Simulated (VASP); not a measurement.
Mo, 1 atom in the cell. The structure is monoclinic, space group C2/m (No. 12). Conventional cell: a = 3.708 Å, b = 4.002 Å, c = 2.570 Å, α = 90.00°, β = 129.23°, γ = 90.00°. Within 3.4 Å of Mo (site symmetry 2/m) lie 12 Mo at 2.57 to 2.88 Å.  This cell differs from its parent crystal: engineering shear strain xz -0.1100, normal strain along z -0.0750.

| Property | Result |
| --- | --- |
| Program | VASP 6.6.1 |
| Task | single point |
| Functional | PBE |
| Potentials or basis | VASP PAW PBE potentials, release 64 (Mo_sv) |
| Cutoff | 520 eV |
| k mesh | 20 × 20 × 20 |
| Occupations | gaussian, width 0.15 eV |
| Spin | no spin polarisation |
| Dipole correction | no |
| Further INCAR settings | ALGO = Fast; EDIFF = 1e-07; NBANDS = 13 |

Potentials or basis: VASP PAW PBE potentials, release 64 (Mo_sv).

Run with:

```sh
$ cat potpaw_PBE.64/Mo_sv/POTCAR > POTCAR
$ mpirun -np 1 vasp_std > vasp.out
```

Hardware: 1 thread of Intel(R) Xeon(R) Platinum 8488C (Sapphire Rapids), with other jobs on the host.

Estimate the wall time of this run.

Run time: 3.9 min on 1 thread of Intel(R) Xeon(R) Platinum 8488C (Sapphire Rapids), on a shared host, peak memory 0.46 GiB. Counts: scf iterations 13, k points 2112.
